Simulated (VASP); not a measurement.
# NaF (F-43m) in VASP: a series of runs

Runs on NaF. Level: r2SCAN. Tasks: single point.

All numbers are computed with VASP 6.6.1; they aren't measurements. Logs are shortened: lines on timing, memory, paths and dates and some standing lists are left out, and cuts for length are marked.

## 1. The cell of the first run

It takes space group F-43m (No. 216, cubic). The conventional cell has a = 5.011 Å, b = 5.011 Å, c = 5.011 Å, α = 90.00°, β = 90.00°, γ = 90.00°. Within 2.9 Å of Na (site symmetry -43m) lie 4 F at 2.17 Å. F (site symmetry -43m) has 4 Na at 2.17 Å within 2.9 Å.

## 2. Single point, r2SCAN (volume changed by -3%)

POSCAR

```
NaF
1.0
    0.0000000000      2.5056913227      2.5056913227
    2.5056913227      0.0000000000      2.5056913227
    2.5056913227      2.5056913227      0.0000000000
Na F
1 1
Direct
    0.0000000000      0.0000000000      0.0000000000
    0.2500000000      0.2500000000      0.2500000000
```

INCAR.step1

```
PREC = Accurate ; ENCUT = 520
ISMEAR = 0 ; SIGMA = 0.01
LREAL = F ; LASPH = T
NELM = 100 ; NBANDS = 14
GGA = PE ; ALGO = Normal
EDIFF = 1E-4 ; LWAVE = T
LCHARG = F
```

INCAR.step2

```
PREC = Accurate ; ENCUT = 520
EDIFF = 1E-6 ; ISMEAR = 0
SIGMA = 0.01 ; LREAL = F
LASPH = T ; NELM = 100
ALGO = Normal ; ISIF = 2
LWAVE = F ; LCHARG = F
METAGGA = R2SCAN ; LMIXTAU = T
NBANDS = 14 ; ISTART = 1
```

KPOINTS

```
Automatic mesh
0
Gamma
  8 8 8
```

Potentials or basis: VASP PAW PBE potentials, release 64 (Na_pv, F).

Run with:

```sh
cat potpaw_PBE.64/Na_pv/POTCAR potpaw_PBE.64/F/POTCAR > POTCAR
cp INCAR.step1 INCAR
mpirun -np 1 vasp_std > vasp.out
cp INCAR.step2 INCAR
mpirun -np 1 vasp_std > vasp.out
```

OUTCAR:

```text
PREC = Accurate
   ENCUT = 520
   EDIFF = 1E-6
   ISMEAR = 0
   LREAL = F
   LASPH = T
   NELM = 100
   ISIF = 2
   METAGGA = R2SCAN
   ISTART = 1

 ion  position               nearest neighbor table
   1  0.000  0.000  0.000-   2 2.17   2 2.17   2 2.17   2 2.17
   2  0.250  0.250  0.250-   1 2.17   1 2.17   1 2.17   1 2.17

  LATTYP: Found a face centered cubic cell.
 ALAT       =     5.0113826454

  Lattice vectors:

 A1 = (   0.0000000000,   2.5056913227,   2.5056913227)
 A2 = (   2.5056913227,   0.0000000000,   2.5056913227)
 A3 = (   2.5056913227,   2.5056913227,   0.0000000000)

Analysis of symmetry for initial positions (statically):
=====================================================================
 Subroutine PRICEL returns:
 Original cell was already a primitive cell.

 Routine SETGRP: Setting up the symmetry group for a
 face centered cubic supercell.

 Subroutine GETGRP returns: Found 24 space group operations
 (whereof 24 operations were pure point group operations)
 out of a pool of 48 trial point group operations.

The static configuration has the point symmetry T_d .

Analysis of symmetry for dynamics (positions and initial velocities):
=====================================================================
 Subroutine PRICEL returns:
 Original cell was already a primitive cell.

 Routine SETGRP: Setting up the symmetry group for a
 face centered cubic supercell.

 Subroutine GETGRP returns: Found 24 space group operations
 (whereof 24 operations were pure point group operations)
 out of a pool of 48 trial point group operations.

The dynamic configuration has the point symmetry T_d .

 Subroutine INISYM returns: Found 24 space group operations
 (whereof 24 operations are pure point group operations),
 and found     1 'primitive' translations

----------------------------------------------------------------------------------------

                                     Primitive cell

  volume of cell :      31.4639

  direct lattice vectors                    reciprocal lattice vectors
     0.000000000  2.505691323  2.505691323    -0.199545728  0.199545728  0.199545728
     2.505691323  0.000000000  2.505691323     0.199545728 -0.199545728  0.199545728
     2.505691323  2.505691323  0.000000000     0.199545728  0.199545728 -0.199545728

  length of vectors
     3.543582652  3.543582652  3.543582652     0.345623340  0.345623340  0.345623340

  position of ions in fractional coordinates (direct lattice)
     0.000000000  0.000000000  0.000000000
     0.250000000  0.250000000  0.250000000

  ion indices of the primitive-cell ions
   primitive index   ion index
                 1           1
                 2           2

----------------------------------------------------------------------------------------

 KPOINTS: Automatic mesh

Automatic generation of k-mesh.
 Grid dimensions read from file:
 generate k-points for:    8    8    8

 Generating k-lattice:

  Cartesian coordinates                     Fractional coordinates (reciprocal lattice)
    -0.024943216  0.024943216  0.024943216     0.125000000  0.000000000  0.000000000
     0.024943216 -0.024943216  0.024943216     0.000000000  0.125000000  0.000000000
     0.024943216  0.024943216 -0.024943216     0.000000000  0.000000000  0.125000000

  Length of vectors
     0.043202917  0.043202917  0.043202917

  Shift w.r.t. Gamma in fractional coordinates (k-lattice)
     0.000000000  0.000000000  0.000000000

 Subroutine IBZKPT returns following result:
 ===========================================

 Found     29 irreducible k-points:

 Following reciprocal coordinates:
            Coordinates               Weight
  0.000000  0.000000  0.000000      1.000000
  0.125000  0.000000  0.000000      8.000000
  0.250000  0.000000  0.000000      8.000000
  0.375000  0.000000  0.000000      8.000000
  0.500000  0.000000  0.000000      4.000000
  0.125000  0.125000  0.000000      6.000000
[... 16 lines left out ...]
  0.500000  0.250000  0.125000     48.000000
 -0.375000  0.250000  0.125000     24.000000
 [... further k-points ...]
   k-points           NKPTS =     29   k-points in BZ     NKDIM =     29   number of bands    NBANDS=     14
   number of dos      NEDOS =    301   number of ions     NIONS =      2
   total plane-waves  NPLWV =  21952
   dimension x,y,z NGX =    28 NGY =   28 NGZ =   28
   dimension x,y,z NGXF=    56 NGYF=   56 NGZF=   56
   ions per type =               1   1
   NGX,Y,Z   is equivalent  to a cutoff of  13.14, 13.14, 13.14 a.u.
   NGXF,Y,Z  is equivalent  to a cutoff of  26.27, 26.27, 26.27 a.u.
 SYSTEM =  unknown system
   PREC   = accura    normal or accurate (medium, high low for compatibility)
   ISTART =      1    job   : 0-new  1-cont  2-samecut
   ICHARG =      0    charge: 1-file 2-atom 10-const
   ISPIN  =      1    spin polarized calculation?
   LNONCOLLINEAR =      F non collinear calculations
   LSORBIT =      F    spin-orbit coupling
   LASPH  =      T    aspherical Exc in radial PAW
   ENCUT  =  520.0 eV  38.22 Ry    6.18 a.u.   6.59  6.59  6.59*2*pi/ulx,y,z
   NELM   =    100;   NELMIN=  2; NELMDL=  0     # of ELM steps
   EDIFF  = 0.1E-05   stopping-criterion for ELM
   LREAL  =      F    real-space projection
   EDIFFG = 0.1E-04   stopping-criterion for IOM
   NSW    =      0    number of steps for IOM
   IBRION =     -1    ionic relax: 0-MD 1-quasi-New 2-CG
   NFREE  =      0    steps in history (QN), initial steepest desc. (CG)
   ISIF   =      2    stress and relaxation
   ISYM   =      2    0-nonsym 1-usesym 2-fastsym
   POTIM  = 0.5000    time-step for ionic-motion
   TEBEG  =    0.0;   TEEND  =   0.0 temperature during run
   PSTRESS=    0.0 pullay stress
   NELECT =      14.0000    total number of electrons
   NUPDOWN=      -1.0000    fix difference up-down
   EMIN   =  10.00;   EMAX   =-10.00  energy-range for DOS
   EFERMI =   0.00;   METHOD = LEGACY
   ISMEAR =     0;   SIGMA  =   0.01  broadening in eV -4-tet -1-fermi 0-gaus
   EFERMI_NEDOS =   21; number of points for ismear=-14 and -15
   IALGO  =     38    algorithm
   IMIX   =      4    mixing-type and parameters
     AMIX     =   0.40;   BMIX     =  1.00
     AMIX_MAG =   1.60;   BMIX_MAG =  1.00
  volume/ion in A,a.u.               =      15.73       106.16
  Fermi-wavevector in a.u.,A,eV,Ry     =   1.249818  2.361813 21.252897  1.562044
  Thomas-Fermi vector in A             =   2.383841
   LORBIT       =      0    0 simple, 1 ext, 2 COOP (PROOUT), +10 PAW based schemes
   METAGGA = R2SCAN    functional components
   LHFCALC =     F    Hartree Fock is set to
   AEXX    =    0.0000 exact exchange contribution
   IVDW    =     0    specifies the selected vdW correction
   LEPSILON=     F    determine dielectric tensor
   LRPA    =     F    only Hartree local field effects (RPA)
 non-spin polarized calculation
 Gauss-broadening in eV      SIGMA  =   0.01
  energy-cutoff  :      520.00
  volume of cell :       31.46
 maximum number of plane-waves:       877
 NGX is ok and might be reduce to    28
   NGX = 13   NGY = 13   NGZ = 13

 number of electron      13.9999988 magnetization

 Free energy of the ion-electron system (eV)
  ---------------------------------------------------
  ext. energy  EPLUGINS =         0.00000000
  ---------------------------------------------------
  free energy    TOTEN  =       -12.31936183 eV

  energy without entropy =      -12.31936183  energy(sigma->0) =      -12.31936183

 E-fermi :  -3.8456     XC(G=0):  -8.3735

 val. band max:       -3.9134755402   @ k =  -0.1250   0.1250   0.0000
 cond. band min:       2.4617421582   @ k =   0.0000   0.0000   0.0000
 fundamental gap:      6.3752176984
 Fermi energy:        -3.8455520236

 k-point     1 :       0.0000    0.0000    0.0000
  band No.  band energies     occupation
      1     -23.8048      2.00000
      2     -23.2142      2.00000
      3     -23.2138      2.00000
      4     -23.2138      2.00000
      5      -3.9139      2.00000
      6      -3.9139      2.00000
      7      -3.9139      2.00000
      8       2.4617      0.00000
      9      16.9082      0.00000
     10      16.9082      0.00000
     11      16.9085      0.00000
     12      18.1958      0.00000
     13      18.1958      0.00000
     14      18.1961      0.00000

 k-point     2 :       0.1250    0.0000    0.0000
  band No.  band energies     occupation
      1     -23.9018      2.00000
      2     -23.2161      2.00000
      3     -23.2157      2.00000
      4     -23.1083      2.00000
      5      -4.0700      2.00000
      6      -3.9184      2.00000
      7      -3.9184      2.00000
      8       2.8896      0.00000
      9      14.7811      0.00000
     10      16.2967      0.00000
     11      16.2967      0.00000
     12      18.0788      0.00000
     13      18.1000      0.00000
     14      18.1006      0.00000

 k-point     3 :       0.2500    0.0000    0.0000
  band No.  band energies     occupation
      1     -24.0646      2.00000
      2     -23.2206      2.00000
      3     -23.2202      2.00000
      4     -22.9251      2.00000
      5      -4.3905      2.00000
      6      -3.9295      2.00000
      7      -3.9294      2.00000
      8       3.9978      0.00000
      9      12.0709      0.00000
     10      15.2964      0.00000
     11      15.2965      0.00000
     12      17.7053      0.00000
     13      18.5965      0.00000
     14      18.5972      0.00000

 k-point     4 :       0.3750    0.0000    0.0000
  band No.  band energies     occupation
      1     -24.1844      2.00000
      2     -23.2251      2.00000
      3     -23.2247      2.00000
      4     -22.7860      2.00000
      5      -4.6540      2.00000
      6      -3.9406      2.00000
      7      -3.9406      2.00000
      8       5.4926      0.00000
      9       9.6675      0.00000
     10      14.6156      0.00000
     11      14.6157      0.00000
     12      17.6378      0.00000
     13      19.2306      0.00000
     14      19.2313      0.00000

 k-point     5 :       0.5000    0.0000    0.0000
  band No.  band energies     occupation
      1     -24.2272      2.00000
      2     -23.2269      2.00000
      3     -23.2266      2.00000
      4     -22.7357      2.00000
      5      -4.7504      2.00000
      6      -3.9453      2.00000
      7      -3.9453      2.00000
      8       6.7866      0.00000
      9       8.0797      0.00000
     10      14.3820      0.00000
     11      14.3821      0.00000
[... 276 lines left out ...]
 k-point    22 :       0.3750    0.2500    0.1250
  band No.  band energies     occupation
      1     -24.1523      2.00000
      2     -23.2380      2.00000
      3     -23.2263      2.00000
      4     -22.8060      2.00000
      5      -4.4601      2.00000
      6      -4.0461      2.00000
      7      -3.9558      2.00000
      8       4.8023      0.00000
      9      11.4181      0.00000
     10      13.2616      0.00000
     11      14.7931      0.00000
     12      17.3483      0.00000
     13      19.8214      0.00000
     14      20.0619      0.00000

 k-point    23 :       0.5000    0.2500    0.1250
  band No.  band energies     occupation
      1     -24.2322      2.00000
      2     -23.2502      2.00000
      3     -23.2314      2.00000
      4     -22.7009      2.00000
      5      -4.5622      2.00000
      6      -4.1314      2.00000
      7      -3.9775      2.00000
      8       6.0584      0.00000
      9       9.8231      0.00000
     10      12.4148      0.00000
     11      14.2785      0.00000
     12      18.1211      0.00000
     13      19.4811      0.00000
     14      20.9681      0.00000

 k-point    24 :      -0.3750    0.2500    0.1250
  band No.  band energies     occupation
      1     -24.2616      2.00000
      2     -23.2550      2.00000
      3     -23.2339      2.00000
      4     -22.6608      2.00000
      5      -4.5948      2.00000
      6      -4.1667      2.00000
      7      -3.9903      2.00000
      8       7.0137      0.00000
      9       8.6997      0.00000
     10      12.2049      0.00000
     11      14.0924      0.00000
     12      18.4192      0.00000
     13      19.2810      0.00000
     14      21.8431      0.00000

 [... further k-points ...]

------------------------ aborting loop because EDIFF is reached ----------------------------------------

  FORCE on cell =-STRESS in cart. coord.  units (eV):
  Direction    XX          YY          ZZ          XY          YZ          ZX
  --------------------------------------------------------------------------------------
  -------------------------------------------------------------------------------------
  Total        0.1754425      0.1754425      0.1754425      0.0000000      0.0000000      0.0000000
  in kB        8.9337280      8.9337280      8.9337280      0.0000000      0.0000000      0.0000000
  external PRESSURE =       8.9337280 kB  Pullay stress =       0.0000000 kB

 VOLUME and BASIS-vectors are now :
 -----------------------------------------------------------------------------
  energy-cutoff  :      520.00
  volume of cell :       31.46
      direct lattice vectors                 reciprocal lattice vectors
     0.000000000  2.505691323  2.505691323    -0.199545728  0.199545728  0.199545728
     2.505691323  0.000000000  2.505691323     0.199545728 -0.199545728  0.199545728
     2.505691323  2.505691323  0.000000000     0.199545728  0.199545728 -0.199545728

 POSITION                                       TOTAL-FORCE (eV/Angst)
 -----------------------------------------------------------------------------------
      0.00000      0.00000      0.00000         0.000000      0.000000      0.000000
      1.25285      1.25285      1.25285        -0.000000     -0.000000     -0.000000
 -----------------------------------------------------------------------------------
    total drift:                                0.000007      0.000007      0.000007

  FREE ENERGIE OF THE ION-ELECTRON SYSTEM (eV)
  ---------------------------------------------------
  free  energy   TOTEN  =       -12.3193618272 eV

  energy  without entropy=      -12.3193618272  energy(sigma->0) =      -12.31936183
```

Wall time 2.7 min (1 thread of AMD EPYC 7R13, shared host); peak memory 0.13 GiB.

What came out:

| Item | Value |
| --- | --- |
| Free energy | -12.3194 eV |
| Pressure | 0.9 GPa |
| Band gap on the k mesh | 6.38 eV, indirect (the least direct gap lies 0.4 meV higher) |

Levels at points of the mesh, in eV from the valence-band top:
```
           k point  band 3  band 4  band 5  band 6  band 7  band 8  band 9  band 10  band 11  band 12
(0.00, 0.00, 0.00)  -19.30  -19.30    0.00    0.00    0.00    6.38   20.82    20.82    20.82    22.11
(0.50, 0.00, 0.00)  -19.31  -18.82   -0.84   -0.03   -0.03   10.70   11.99    18.30    18.30    21.62
(0.50, 0.50, 0.00)  -19.33  -18.69   -0.77   -0.15   -0.15   10.60   12.90    17.95    18.45    18.45
```

Caveat: the PAW data sets were made with another functional, which shifts forces and pressure a little. A k mesh can miss the band edges.

(Part 1 of 3 ends here.)
